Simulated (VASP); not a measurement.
Input of a VASP 6.6.1 run:

Contents of INCAR:

```
SYSTEM = Ta9Al
  PREC = Accurate
  ENCUT = 520
  EDIFF = 1E-6
  ISMEAR = 0
  SIGMA = 0.1
  LREAL = Auto
  LASPH = .TRUE.
  NELM = 60
  ALGO = Fast
  ISIF = 2
  LWAVE = .FALSE.
  LCHARG = .TRUE.
  GGA = PE
  LELF = .TRUE.
  LVHAR = .TRUE.
  ISYM = 0
  NBANDS = 118
```

The input KPOINTS:

```
Automatic mesh
0
G
  3 3 3
  0 0 0
```

Contents of POSCAR:

```
Ta9Al
1.0
   -4.9398154739      4.9768962436     -1.6552285765
   -4.9488154076     -1.6731835931      4.9480917179
    1.6553501815      4.9767418491      4.9389328628
Al Ta
2 18
Direct
    0.2002079634      0.2001065401      0.1997807734
    0.7002885785      0.2000685416      0.6998585316
    0.0005582785      0.0002231896      0.0001686966
    0.5025080207      0.4964073522      0.0020673357
    0.6025587594      0.0976321616      0.1022042993
    0.0993223724      0.5989149780      0.0989033357
    0.7002296780      0.7000875437      0.1998350834
    0.7978859258      0.3025471619      0.2974828400
    0.3011358270      0.8012962037      0.3007577042
    0.3998785946      0.3999589636      0.3994454306
    0.5006001071      0.0002192024      0.5002093882
    0.0025037333      0.4964087604      0.5020709834
    0.1026031764      0.0976294856      0.6021672506
    0.8979640250      0.9037675321      0.3975979265
    0.5993351963      0.5988839931      0.5989090099
    0.2002422272      0.7000899771      0.6998286955
    0.2979278227      0.3025484152      0.7974421054
    0.8011454225      0.8012634219      0.8007625876
    0.8999221385      0.3999504115      0.8994851477
    0.3979627059      0.9037690913      0.8976027120
```

Potentials or basis: VASP PAW PBE potentials, release 64 (Al, Ta_pv).

Run with:

```sh
$ cat potpaw_PBE.64/Al/POTCAR potpaw_PBE.64/Ta_pv/POTCAR > POTCAR
$ mpirun -np 1 vasp_std > vasp.out
```

Question: What does it give for the pressure?

Answer: 0.2 GPa.

Question: What does it give for the largest force?

Answer: 0.025 eV/Å.

Question: Predict the band gap on the k mesh.

Answer: Zero (bands 102 and 103 overlap by 0.19 eV).

Forces in eV/Å, atoms in the order of the input:
```
Al  -0.002  0.002  0.001
Al  -0.002  0.001  0.001
Ta   0.003 -0.013 -0.003
Ta  -0.009  0.019  0.010
Ta  -0.011  0.000  0.011
Ta   0.005  0.000 -0.005
Ta   0.000  0.001  0.001
Ta   0.010  0.001 -0.010
Ta  -0.005  0.001  0.005
Ta  -0.002  0.012  0.001
Ta   0.003 -0.014 -0.003
Ta  -0.009  0.019  0.009
Ta  -0.011 -0.001  0.011
Ta   0.009 -0.020 -0.010
Ta   0.005  0.000 -0.005
Ta   0.000  0.001  0.000
Ta   0.011  0.001 -0.010
Ta  -0.005  0.001  0.005
Ta  -0.001  0.011  0.002
Ta   0.009 -0.021 -0.010
```

Caveat: spin-orbit coupling is left out, which moves the levels of the heavy elements.
